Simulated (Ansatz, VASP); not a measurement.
SnSe in VASP and in Ansatz

```
Sn Se
1.0
     0.00000    3.38881    3.38881
     3.38881    0.00000    3.38881
     3.38881    3.38881    0.00000
Sn Se
1 1
Direct
  0.00000 0.00000 0.00000
  0.25000 0.25000 0.25000
```

Change from the starting cell: species swapped into the CdTe type (F-43m, No. 216).

Alike in both runs: functional PBE; k mesh 10 × 10 × 10; occupations gaussian, width 0.01 eV; no spin polarisation.

Ansatz relaxed the structure, and its values are those at the end. VASP's run is a single point on that final structure, the one shown.

|  | VASP | Ansatz |
| --- | --- | --- |
| version | VASP 6.6.1 | Ansatz 0.2.0 |
| potentials or method | VASP PAW PBE potentials, release 64 (Sn_d, Se), cutoff 520 eV | scalar-relativistic, plane waves, PAW |
| valence electrons in the cell | 20 | 30 |

```csv
,VASP,Ansatz,Ansatz less VASP
gap on the k mesh at the Fermi level (eV),0.11,0.11,+0.001
least direct gap on the mesh (eV),0.68,0.68,+0.001
pressure (GPa),0.0,0.0,0.00
```

VASP's potentials hold 20 valence electrons a cell and Ansatz's 30, so a difference there can come from the potentials and not from the codes.
